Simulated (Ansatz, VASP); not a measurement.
## CsBr in VASP and in Ansatz

```
CELL_PARAMETERS angstrom
4.24998 0.00000 0.00000
0.00000 4.24998 0.00000
0.00000 0.00000 4.24998
ATOMIC_POSITIONS crystal
Cs 0.00000 0.00000 0.00000
Br 0.50000 0.50000 0.50000
```

Change from the starting cell: volume scaled by 0.975.

Alike in both runs: task single point; functional PBE; k mesh 6 × 6 × 6; occupations fermi-dirac, width 0.03 eV; no spin polarisation.

|  | VASP | Ansatz |
| --- | --- | --- |
| version | VASP 6.6.1 | Ansatz 0.2.0 |
| potentials or method | VASP PAW PBE potentials, release 64 (Cs_sv, Br), cutoff 500 eV | all-electron LAPW, scalar-relativistic |

Ansatz gave:

- gap on the k mesh at the Fermi level (eV): 4.63
- pressure (GPa): 1.5

**Question.** What did VASP give for the same quantities?

**Answer.** gap on the k mesh at the Fermi level (eV): 4.61; pressure (GPa): 1.6.

Ansatz ran all-electron here, and VASP with PAW potentials.

Spin-orbit coupling is off throughout.
